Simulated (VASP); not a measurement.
# F (C2/m) in VASP: notebook, part 2 of 2

VASP 6.6.1. Earlier steps stand in the parts before.

## Step 5: Single point, PBEsol

This run uses another cell than the first one, of 18.29 Å³/atom, 1.082 times its volume.

Input file INCAR:

```
SYSTEM = F
PREC     = Accurate       ! precision mode
ENCUT    = 520            ! plane-wave cutoff, eV
EDIFF    = 1E-7           ! SCF threshold, eV
ISMEAR   = 0              ! smearing method
SIGMA    = 0.05           ! smearing width, eV
LREAL    = .FALSE.        ! projectors in reciprocal space
LASPH    = .TRUE.         ! aspherical terms in the spheres
NELM     = 60             ! most SCF steps
ALGO     = Normal         ! electronic algorithm
ISIF     = 2              ! what is computed and relaxed
LWAVE    = .FALSE.        ! write WAVECAR
LCHARG   = .FALSE.        ! write CHGCAR
GGA      = PS             ! functional
NBANDS   = 22             ! bands
```

Input file KPOINTS:

```
regular mesh
0
G
  4 4 2
  0 0 0
```

Input file POSCAR:

```
F
1.0
    2.8913860008     -1.8004102170     -0.2230086319
    2.8913860008      1.8004102170     -0.2230086319
   -2.1326068000      0.0000000000      7.1929604099
F
4
Direct
    0.0848459664      0.0848459664      0.0940038325
    0.9151540336      0.9151540336      0.9059961675
    0.5015719855      0.5015719855      0.5937195244
    0.4984280145      0.4984280145      0.4062804756
```

Potentials or basis: VASP PAW PBE potentials, release 64 (F).

On the command line:

```bash
$ cat potpaw_PBE.64/F/POTCAR > POTCAR
$ mpirun -np 1 vasp_std > vasp.out
```

OUTCAR:

```text
SYSTEM = F
   PREC = Accurate
   ENCUT = 520
   EDIFF = 1E-7
   ISMEAR = 0
   LREAL = .FALSE.
   LASPH = .TRUE.
   NELM = 60
   ISIF = 2
   GGA = PS

 ion  position               nearest neighbor table
   1  0.085  0.085  0.094-   2 1.40
   2  0.915  0.915  0.906-   1 1.40
   3  0.502  0.502  0.594-   4 1.40
   4  0.498  0.498  0.406-   3 1.40

  LATTYP: Found a base centered monoclinic cell.
 ALAT       =     5.7999468465
 B/A-ratio  =     0.6208367989
 C/A-ratio  =     1.2935369722
 COS(beta)  =    -0.3571411449

  Lattice vectors:

 A1 = (   2.8913860008,  -1.8004102170,  -0.2230086319)
 A2 = (   2.8913860008,   1.8004102170,  -0.2230086319)
 A3 = (  -2.1326068000,   0.0000000000,   7.1929604099)

Analysis of symmetry for initial positions (statically):
=====================================================================
 Subroutine PRICEL returns:
 Original cell was already a primitive cell.

 Routine SETGRP: Setting up the symmetry group for a
 base centered monoclinic supercell.

 Subroutine GETGRP returns: Found  4 space group operations
 (whereof  4 operations were pure point group operations)
 out of a pool of  4 trial point group operations.

The static configuration has the point symmetry C_2h.

Analysis of symmetry for dynamics (positions and initial velocities):
=====================================================================
 Subroutine PRICEL returns:
 Original cell was already a primitive cell.

 Routine SETGRP: Setting up the symmetry group for a
 base centered monoclinic supercell.

 Subroutine GETGRP returns: Found  4 space group operations
 (whereof  4 operations were pure point group operations)
 out of a pool of  4 trial point group operations.

The dynamic configuration has the point symmetry C_2h.
[... 106 lines left out ...]
   EFERMI =   0.00;   METHOD = LEGACY
   ISMEAR =     0;   SIGMA  =   0.05  broadening in eV -4-tet -1-fermi 0-gaus
   EFERMI_NEDOS =   21; number of points for ismear=-14 and -15
   IALGO  =     38    algorithm
   IMIX   =      4    mixing-type and parameters
     AMIX     =   0.40;   BMIX     =  1.00
     AMIX_MAG =   1.60;   BMIX_MAG =  1.00
  volume/ion in A,a.u.               =      18.29       123.45
  Fermi-wavevector in a.u.,A,eV,Ry     =   1.188515  2.245967 19.219149  1.412568
  Thomas-Fermi vector in A             =   2.324643
   LORBIT       =      0    0 simple, 1 ext, 2 COOP (PROOUT), +10 PAW based schemes
   GGA     = PS    functional components
   LHFCALC =     F    Hartree Fock is set to
   AEXX    =    0.0000 exact exchange contribution
   IVDW    =     0    specifies the selected vdW correction
   LEPSILON=     F    determine dielectric tensor
   LRPA    =     F    only Hartree local field effects (RPA)
 non-spin polarized calculation
 Gauss-broadening in eV      SIGMA  =   0.05
  energy-cutoff  :      520.00
  volume of cell :       73.18
 maximum number of plane-waves:      2011
 NGX is ok and might be reduce to    28
   NGX = 13   NGY = 13   NGZ = 27

 number of electron      28.0000009 magnetization

 Free energy of the ion-electron system (eV)
  ---------------------------------------------------
  ext. energy  EPLUGINS =         0.00000000
  ---------------------------------------------------
  free energy    TOTEN  =        -7.79404490 eV

  energy without entropy =       -7.79404490  energy(sigma->0) =       -7.79404490

 E-fermi :  -5.2762     XC(G=0):  -6.9749

 val. band max:       -5.6108614969   @ k =   0.5000   0.5000   0.0000
 cond. band min:      -2.6607073317   @ k =   0.0000   0.0000   0.0000
 fundamental gap:      2.9501541652
 Fermi energy:        -5.2761773003

 k-point     1 :       0.0000    0.0000    0.0000
  band No.  band energies     occupation
      1     -30.7448      2.00000
      2     -30.5642      2.00000
      3     -24.1297      2.00000
      4     -23.8373      2.00000
      5     -12.3422      2.00000
      6     -11.6616      2.00000
[... 339 lines left out ...]
     21       9.6862      0.00000
     22       9.7602      0.00000

------------------------ aborting loop because EDIFF is reached ----------------------------------------

  FORCE on cell =-STRESS in cart. coord.  units (eV):
  Direction    XX          YY          ZZ          XY          YZ          ZX
  --------------------------------------------------------------------------------------
  -------------------------------------------------------------------------------------
  Total       -0.0419948     -0.2296163      0.8419188      0.0000000      0.0000000      0.0725749
  in kB       -0.9194705     -5.0274131     18.4336832      0.0000000      0.0000000      1.5890156
  external PRESSURE =       4.1622665 kB  Pullay stress =       0.0000000 kB

 VOLUME and BASIS-vectors are now :
 -----------------------------------------------------------------------------
  energy-cutoff  :      520.00
  volume of cell :       73.18
      direct lattice vectors                 reciprocal lattice vectors
     2.891386001 -1.800410217 -0.223008632     0.176974410 -0.277714487  0.052470305
     2.891386001  1.800410217 -0.223008632     0.176974410  0.277714487  0.052470305
    -2.132606800  0.000000000  7.192960410     0.010973735  0.000000000  0.142278367

 POSITION                                       TOTAL-FORCE (eV/Angst)
 -----------------------------------------------------------------------------------
      0.29017      0.00000      0.63832         0.173820      0.000000      0.398443
      3.35999      0.00000      6.10862        -0.173820      0.000000     -0.398443
      1.63431      0.00000      4.04689        -0.123226      0.000000      0.409736
      2.01586      0.00000      2.70005         0.123226      0.000000     -0.409736
 -----------------------------------------------------------------------------------
    total drift:                                0.000000      0.000000     -0.000000

  FREE ENERGIE OF THE ION-ELECTRON SYSTEM (eV)
  ---------------------------------------------------
  free  energy   TOTEN  =        -7.7940449020 eV

  energy  without entropy=       -7.7940449020  energy(sigma->0) =       -7.79404490
```

stdout:

```text
POSCAR found type information on POSCAR F
 POSCAR found :  1 types and       4 ions
 scaLAPACK will be used
 -----------------------------------------------------------------------------
|                                                                             |
|                                                                             |
|     You enforced a specific xc type in the INCAR file but a different       |
|     I HOPE YOU KNOW WHAT YOU ARE DOING!                                     |
|                                                                             |
 -----------------------------------------------------------------------------

 LDA part: xc-table for (Slater+PW92), standard interpolation
 POSCAR, INCAR and KPOINTS ok, starting setup
 FFT: planning ... GRIDC
 FFT: planning ... GRID_SOFT
 FFT: planning ... GRID
 WAVECAR not read
 entering main loop
```

Wall time 38 s (1 thread of Intel Xeon 8259CL, shared host); peak memory 0.19 GiB.

What came out:

```yaml
Free_energy: -7.7940 eV
Pressure: 0.4 GPa
Largest_force: 0.435 eV/Å
Band_gap_on_the_k_mesh: 2.95 eV, indirect (least direct gap 3.02 eV)
```

Forces in eV/Å, atoms in the order of the input:
```
F    0.174  0.000  0.398
F   -0.174  0.000 -0.398
F   -0.123  0.000  0.410
F    0.123  0.000 -0.410
```

Stress tensor (GPa, compression positive):
```
-0.09  0.00  0.16
 0.00 -0.50  0.00
 0.16  0.00  1.84
```

Levels at points of the mesh, in eV from the valence-band top:
```csv
k point,band 12,band 13,band 14,band 15,band 16,band 17
"(0.00, 0.00, 0.00)",-0.17,-0.09,-0.07,2.95,3.83,8.72
"(0.50, 0.00, 0.00)",-0.29,-0.27,-0.14,3.42,3.52,12.67
"(0.50, 0.50, 0.00)",-0.32,-0.21,0.00,3.36,3.54,13.09
"(0.00, 0.00, 0.50)",-0.17,-0.13,-0.07,3.32,3.42,9.54
"(0.50, 0.00, 0.50)",-0.31,-0.19,-0.06,3.21,3.69,12.56
"(0.50, 0.50, 0.50)",-0.28,-0.20,-0.11,3.42,3.53,12.92
```

Caveat: the k points lie up to 0.52 Å⁻¹ apart; the PAW data sets were made with another functional, which shifts forces and pressure a little. Expect the measured gap to be larger: semilocal functionals such as PBEsol lack the derivative discontinuity.

## Step 6: Single point, PBEsol

This run uses another cell than the first one, of 18.29 Å³/atom, 1.082 times its volume.

Input file INCAR:

```
PREC = Accurate ; ENCUT = 520
EDIFF = 1E-6 ; ISMEAR = 0
SIGMA = 0.05 ; LREAL = F
LASPH = T ; NELM = 100
ALGO = Normal ; ISIF = 2
LWAVE = F ; LCHARG = F
GGA = PS ; NBANDS = 22
```

Input file KPOINTS:

```
Automatic mesh
0
Gamma
  4 4 2
```

Input file POSCAR:

```
F
1.0
    2.9854384862     -1.7718234377     -0.2302627710
    2.9854384862      1.7718234377     -0.2302627710
   -2.2280631150      0.0000000000      7.0887252159
F
4
Direct
    0.0848459664      0.0848459664      0.0940038325
    0.9151540336      0.9151540336      0.9059961675
    0.5015719855      0.5015719855      0.5937195244
    0.4984280145      0.4984280145      0.4062804756
```

Potentials or basis: VASP PAW PBE potentials, release 64 (F).

On the command line:

```bash
$ cat potpaw_PBE.64/F/POTCAR > POTCAR
$ mpirun -np 1 vasp_std > vasp.out
```

OUTCAR:

```text
PREC = Accurate
   ENCUT = 520
   EDIFF = 1E-6
   ISMEAR = 0
   LREAL = F
   LASPH = T
   NELM = 100
   ISIF = 2
   GGA = PS

 ion  position               nearest neighbor table
   1  0.085  0.085  0.094-   2 1.39
   2  0.915  0.915  0.906-   1 1.39
   3  0.502  0.502  0.594-   4 1.39
   4  0.498  0.498  0.406-   3 1.39

  LATTYP: Found a base centered monoclinic cell.
 ALAT       =     5.9886104895
 B/A-ratio  =     0.5917310671
 C/A-ratio  =     1.2407939893
 COS(beta)  =    -0.3723223026

  Lattice vectors:

 A1 = (   2.9854384862,  -1.7718234377,  -0.2302627710)
 A2 = (   2.9854384862,   1.7718234377,  -0.2302627710)
 A3 = (  -2.2280631150,   0.0000000000,   7.0887252159)

Analysis of symmetry for initial positions (statically):
=====================================================================
 Subroutine PRICEL returns:
 Original cell was already a primitive cell.

 Routine SETGRP: Setting up the symmetry group for a
 base centered monoclinic supercell.

 Subroutine GETGRP returns: Found  4 space group operations
 (whereof  4 operations were pure point group operations)
 out of a pool of  4 trial point group operations.

The static configuration has the point symmetry C_2h.

Analysis of symmetry for dynamics (positions and initial velocities):
=====================================================================
 Subroutine PRICEL returns:
 Original cell was already a primitive cell.

 Routine SETGRP: Setting up the symmetry group for a
 base centered monoclinic supercell.

 Subroutine GETGRP returns: Found  4 space group operations
 (whereof  4 operations were pure point group operations)
 out of a pool of  4 trial point group operations.

[... 106 lines left out ...]
   EMIN   =  10.00;   EMAX   =-10.00  energy-range for DOS
   EFERMI =   0.00;   METHOD = LEGACY
   ISMEAR =     0;   SIGMA  =   0.05  broadening in eV -4-tet -1-fermi 0-gaus
   EFERMI_NEDOS =   21; number of points for ismear=-14 and -15
   IALGO  =     38    algorithm
   IMIX   =      4    mixing-type and parameters
     AMIX     =   0.40;   BMIX     =  1.00
     AMIX_MAG =   1.60;   BMIX_MAG =  1.00
  volume/ion in A,a.u.               =      18.29       123.45
  Fermi-wavevector in a.u.,A,eV,Ry     =   1.188515  2.245967 19.219149  1.412568
  Thomas-Fermi vector in A             =   2.324643
   LORBIT       =      0    0 simple, 1 ext, 2 COOP (PROOUT), +10 PAW based schemes
   GGA     = PS    functional components
   LHFCALC =     F    Hartree Fock is set to
   AEXX    =    0.0000 exact exchange contribution
   IVDW    =     0    specifies the selected vdW correction
   LEPSILON=     F    determine dielectric tensor
   LRPA    =     F    only Hartree local field effects (RPA)
 non-spin polarized calculation
 Gauss-broadening in eV      SIGMA  =   0.05
  energy-cutoff  :      520.00
  volume of cell :       73.18
 maximum number of plane-waves:      1986
 NGX is ok and might be reduce to    28
   NGX = 13   NGY = 13   NGZ = 27

 number of electron      28.0000008 magnetization

 Free energy of the ion-electron system (eV)
  ---------------------------------------------------
  ext. energy  EPLUGINS =         0.00000000
  ---------------------------------------------------
  free energy    TOTEN  =        -7.77510123 eV

  energy without entropy =       -7.77510123  energy(sigma->0) =       -7.77510123

 E-fermi :  -5.2427     XC(G=0):  -6.9620

 val. band max:       -5.5320573665   @ k =   0.5000   0.5000   0.0000
 cond. band min:      -2.3983992825   @ k =   0.0000   0.0000   0.0000
 fundamental gap:      3.1336580840
 Fermi energy:        -5.2427230727

 k-point     1 :       0.0000    0.0000    0.0000
  band No.  band energies     occupation
      1     -30.9302      2.00000
      2     -30.7613      2.00000
      3     -24.0281      2.00000
      4     -23.7338      2.00000
      5     -12.3881      2.00000
      6     -11.7189      2.00000
[... 339 lines left out ...]
     21       9.5061      0.00000
     22       9.7032      0.00000

------------------------ aborting loop because EDIFF is reached ----------------------------------------

  FORCE on cell =-STRESS in cart. coord.  units (eV):
  Direction    XX          YY          ZZ          XY          YZ          ZX
  --------------------------------------------------------------------------------------
  -------------------------------------------------------------------------------------
  Total        0.1689537     -0.2283152      2.2402617      0.0000000      0.0000000      0.1706383
  in kB        3.6992146     -4.9989260     49.0501880      0.0000000      0.0000000      3.7360991
  external PRESSURE =      15.9168255 kB  Pullay stress =       0.0000000 kB

 VOLUME and BASIS-vectors are now :
 -----------------------------------------------------------------------------
  energy-cutoff  :      520.00
  volume of cell :       73.18
      direct lattice vectors                 reciprocal lattice vectors
     2.985438486 -1.771823438 -0.230262771     0.171640558 -0.282195161  0.053948486
     2.985438486  1.771823438 -0.230262771     0.171640558  0.282195161  0.053948486
    -2.228063115  0.000000000  7.088725216     0.011150786  0.000000000  0.144573901

 POSITION                                       TOTAL-FORCE (eV/Angst)
 -----------------------------------------------------------------------------------
      0.29716      0.00000      0.62729         0.428873      0.000000      0.906520
      3.44566      0.00000      6.00091        -0.428873      0.000000     -0.906520
      1.67198      0.00000      3.97773        -0.293255      0.000000      0.957559
      2.07083      0.00000      2.65047         0.293255      0.000000     -0.957559
 -----------------------------------------------------------------------------------
    total drift:                                0.000000      0.000000     -0.000000

  FREE ENERGIE OF THE ION-ELECTRON SYSTEM (eV)
  ---------------------------------------------------
  free  energy   TOTEN  =        -7.7751012263 eV

  energy  without entropy=       -7.7751012263  energy(sigma->0) =       -7.77510123
```

Run time: 40 s. Hardware: 1 thread of Intel Xeon 8259CL, shared host; peak memory 0.19 GiB.

Results:

- Free energy: -7.7751 eV
- Pressure: 1.6 GPa
- Largest force: 1.003 eV/Å
- Band gap on the k mesh: 3.13 eV, indirect (least direct gap 3.22 eV)

Forces on the atoms (eV/Å):
```
F    0.429  0.000  0.907
F   -0.429  0.000 -0.907
F   -0.293  0.000  0.958
F    0.293  0.000 -0.958
```

Stress tensor (GPa, compression positive):
```
 0.37  0.00  0.37
 0.00 -0.50  0.00
 0.37  0.00  4.91
```

Caveat: the k points lie up to 0.53 Å⁻¹ apart; the PAW data sets were made with another functional, which shifts forces and pressure a little.

## Step 7: Summary

| cell | gap on the mesh (eV) | pressure (GPa) | largest force (eV/Å) |
| --- | --- | --- | --- |
| a = 3.435, b = 3.435, c = 7.194 Å, angles 109.4, 109.4, 59.6°, 4 atoms | 3.68 | 6.5 | 3.19 |
| a = 3.550, b = 3.550, c = 7.363 Å, angles 109.8, 109.8, 58.8°, 4 atoms | 3.32 | 2.8 | 1.59 |
| a = 3.651, b = 3.651, c = 7.281 Å, angles 111.2, 111.2, 55.7°, 4 atoms | 3.56 | 4.3 | 2.38 |
| a = 3.413, b = 3.413, c = 7.502 Å, angles 107.7, 107.7, 63.7°, 4 atoms | 2.95 | 0.4 | 0.43 |
| a = 3.479, b = 3.479, c = 7.431 Å, angles 108.7, 108.7, 61.2°, 4 atoms | 3.13 | 1.6 | 1.00 |

Alike in all rows: task single point; level PBEsol; potentials or basis VASP PAW PBE potentials, release 64 (F); no spin polarisation; k mesh 4 × 4 × 2; cutoff (eV) 520; smearing gaussian 0.05 eV.

Caveats: all runs use coarse meshes; the PAW data sets were made with another functional, which shifts forces and pressure a little.

Absolute energies hang on the potentials; compare differences alone.
